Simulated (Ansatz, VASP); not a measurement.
**One calculation of Si2IrPd2, two programs**

```
CELL_PARAMETERS angstrom
3.79057 0.00000 0.00000
0.00000 3.79057 0.00000
0.00000 0.00000 5.37379
ATOMIC_POSITIONS crystal
Si 0.00000 0.50000 0.50000
Si 0.50000 0.00000 0.50000
Pd 0.00000 0.00000 0.76503
Pd 0.00000 0.00000 0.23497
Ir 0.50000 0.50000 0.00000
```

Alike in both runs: functional PBE; k mesh 4 × 4 × 4; occupations gaussian, width 0.1 eV; no spin polarisation.

Ansatz relaxed the structure, and its values are those at the end. VASP's run is a single point on that final structure, the one shown.

|  | VASP | Ansatz |
| --- | --- | --- |
| version | VASP 6.6.1 | Ansatz 0.2.0 |
| potentials or method | VASP PAW PBE potentials, release 64 (Si, Pd_sv_GW, Ir_sv_GW), cutoff 630 eV | scalar-relativistic, plane waves, PAW |
| valence electrons in the cell | 61 | 61 |

Ansatz gave:

```
gap on the k mesh at the Fermi level (eV) : none
pressure (GPa)                            : 0.1
rms of the force components (eV/Å)        : 0.001
```

**Question.** Estimate VASP's values.

**Answer.** gap on the k mesh at the Fermi level (eV): none; pressure (GPa): -0.2; rms of the force components (eV/Å): 0.005.

A gap of «none» marks a metal or a gap that the smearing closes.

The k mesh is coarse, so the values compare programs but aren't converged. Spin-orbit coupling is off throughout.
